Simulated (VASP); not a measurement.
TaN: single point with PBEsol

Crystal: TaN.

```
CELL_PARAMETERS angstrom
0.00000 2.16830 2.16830
2.16830 0.00000 2.16830
2.16830 2.16830 0.00000
ATOMIC_POSITIONS crystal
Ta 0.50000 0.50000 0.50000
N 0.00000 0.00000 0.00000
```

* Program: VASP 6.6.1
* Task: single point
* Functional: PBEsol
* Potentials or basis: VASP PAW PBE potentials, release 64 (Ta_pv, N)
* Cutoff: 520 eV
* k mesh: 10 × 10 × 10
* Occupations: fermi-dirac, width 0.05 eV
* Spin: no spin polarisation
* Dipole correction: no
* Further INCAR settings: ALGO = Normal; EDIFF = 1e-06; NBANDS = 15

The pressure is 11.2 GPa and the band gap on the k mesh is zero (band 8 reaches 11.89 eV, above the bottom of band 9 at 7.60 eV).

Levels at points of the mesh, in eV from the Fermi level:
| k point | band 4 | band 5 | band 6 | band 7 | band 8 | band 9 | band 10 | band 11 | band 12 | band 13 |
| --- | --- | --- | --- | --- | --- | --- | --- | --- | --- | --- |
| (0.00, 0.00, 0.00) | -19.17 | -3.93 | -3.93 | -3.93 | -2.28 | -2.28 | -2.28 | 0.00 | 0.00 | 1.90 |
| (0.50, 0.00, 0.00) | -15.83 | -10.77 | -7.92 | -7.92 | 2.01 | 2.01 | 2.12 | 3.92 | 7.99 | 7.99 |
| (0.50, 0.50, 0.00) | -17.88 | -6.73 | -5.83 | -4.72 | -4.72 | 2.20 | 3.77 | 3.77 | 5.00 | 7.20 |

Wall time 12 s on 1 thread of Intel(R) Xeon(R) Platinum 8175M CPU @ 2.50GHz (Skylake/Cascade Lake), with other jobs on the host, peak memory 0.15 GiB.

Caveat: the PAW data sets were made with another functional, which shifts forces and pressure a little; spin-orbit coupling is left out, which moves the levels of the heavy elements.
